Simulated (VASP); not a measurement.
A run of VASP 6.6.1 is set up as follows.

The input INCAR:

```
SYSTEM = HfB
PREC     = Accurate       ! precision mode
ENCUT    = 520            ! plane-wave cutoff, eV
EDIFF    = 1E-6           ! SCF threshold, eV
ISMEAR   = -1             ! smearing method
SIGMA    = 0.05           ! smearing width, eV
LREAL    = .False.        ! projectors in reciprocal space
LASPH    = .True.         ! aspherical terms in the spheres
NELM     = 150            ! most SCF steps
ALGO     = Normal         ! electronic algorithm
ISIF     = 2              ! what is computed and relaxed
LWAVE    = .False.        ! write WAVECAR
LCHARG   = .False.        ! write CHGCAR
ISPIN    = 2              ! spin polarisation
MAGMOM   = 0.5 0          ! initial moments
LORBIT   = 11             ! projections on sites
NUPDOWN  = 0.5            ! fixed moment
LMAXMIX  = 4              ! l up to which the mixer works
GGA      = PE             ! functional
NBANDS   = 18             ! bands
```

Contents of KPOINTS:

```
regular mesh
0
Gamma
  11 11 11
  0 0 0
```

POSCAR

```
HfB
1.0
    0.0000000000      2.3100000000      2.3100000000
    2.3100000000      0.0000000000      2.3100000000
    2.3100000000      2.3100000000      0.0000000000
Hf B
1 1
Direct
    0.5000000000      0.5000000000      0.5000000000
    0.0000000000      0.0000000000      0.0000000000
```

Potentials or basis: VASP PAW PBE potentials, release 64 (Hf_pv, B).

Command:

```bash
$ cat potpaw_PBE.64/Hf_pv/POTCAR potpaw_PBE.64/B/POTCAR > POTCAR
$ mpirun -np 1 vasp_std > vasp.out
```

Question: Predict the pressure.

Answer: 31.4 GPa.

Caveat: the total moment is fixed, so each spin has its own Fermi level.
